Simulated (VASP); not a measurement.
Set up this calculation in VASP 6.6.1, as the native input.

| Quantity | Value |
| --- | --- |
| Task | single point |
| Functional | PBE |
| Potentials or basis | VASP PAW PBE potentials, release 64 (Se) |
| Cutoff | 520 eV |
| k mesh | 16 × 16 × 16 |
| Occupations | fermi-dirac, width 0.05 eV |
| Spin | no spin polarisation |
| Dipole correction | no |
| Further INCAR settings | ALGO = Normal; EDIFF = 1e-06; NBANDS = 9 |

The structure of Se lies in POSCAR:

```
Se
1.0
   -1.6656864480      1.6656864480      1.6656864480
    1.6656864480     -1.6656864480      1.6656864480
    1.6656864480      1.6656864480     -1.6656864480
Se
1
Direct
    0.0000000000      0.0000000000      0.0000000000
```

This isn't the form of Se at room conditions, which is trigonal, of chains.

These files were run (other wordings do the same):

INCAR

```
PREC     = Accurate       # precision mode
ENCUT    = 520            # plane-wave cutoff, eV
EDIFF    = 1E-6           # SCF threshold, eV
ISMEAR   = -1             # smearing method
SIGMA    = 0.05           # smearing width, eV
LREAL    = F              # projectors in reciprocal space
LASPH    = T              # aspherical terms in the spheres
NELM     = 60             # most SCF steps
ALGO     = Normal         # electronic algorithm
ISIF     = 2              # what is computed and relaxed
LWAVE    = F              # write WAVECAR
LCHARG   = T              # write CHGCAR
GGA      = PE             # functional
LELF     = T              # ELF
LVHAR    = T            
NBANDS   = 9              # bands
```

KPOINTS

```
regular mesh
0
Gamma
  16 16 16
```

Potentials or basis: VASP PAW PBE potentials, release 64 (Se).

Command:

```sh
$ cat potpaw_PBE.64/Se/POTCAR > POTCAR
$ mpirun -np 1 vasp_std > vasp.out
```

It gave:

| Property | Result |
| --- | --- |
| Pressure | 8.6 GPa |
| Band gap on the k mesh | zero (bands 3 and 4 overlap by 7.75 eV) |

Caveat: the cell stands under pressure.

Run time: 16 s on 1 thread of Intel Xeon 8259CL (shared host), peak memory 0.15 GiB.
